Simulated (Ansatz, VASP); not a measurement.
SiC in VASP and in Ansatz

```xyz
8
Lattice="3.2217 0.0000 0.0000 -1.6108 2.7901 0.0000 0.0000 0.0000 10.6132" Properties=species:S:1:pos:R:3 pbc="T T T"
Si    1.6109    0.9300    9.9534
Si    0.0000    1.8600    4.6468
Si    0.0000    0.0000    7.3008
Si    0.0000    0.0000    1.9942
C     1.6109    0.9300    7.9580
C     0.0000    1.8600    2.6514
C     0.0000    0.0000    5.3114
C     0.0000    0.0000    0.0048
```

Alike in both runs: task single point; functional PBEsol; k mesh 12 × 12 × 4; occupations gaussian, width 0.05 eV; no spin polarisation.

|  | VASP | Ansatz |
| --- | --- | --- |
| version | VASP 6.6.1 | Ansatz 0.2.0 |
| potentials or method | VASP PAW PBE potentials, release 64 (Si, C), cutoff 520 eV | scalar-relativistic, plane waves, PAW |
| valence electrons in the cell | 32 | 32 |

|  | VASP | Ansatz | Ansatz less VASP |
| --- | --- | --- | --- |
| gap on the k mesh at the Fermi level (eV) | 2.03 | 2.04 | +0.006 |
| least direct gap on the mesh (eV) | 3.13 | 3.14 | +0.008 |
| pressure (GPa) | -23.7 | -24.0 | -0.27 |
| traceless stress, the component that is largest in VASP (GPa) | -1.38 | -1.36 | +0.016 |
| rms of the force components (eV/Å) | 0.012 | 0.011 | -0.0001 |

VASP's potentials were made for PBE, not for PBEsol, and Ansatz warns of the same on its side. Atom by atom the forces differ by 0.001 eV/Å (rms over components). With one functional, cell and mesh, what is left measures potentials, basis and numerics.
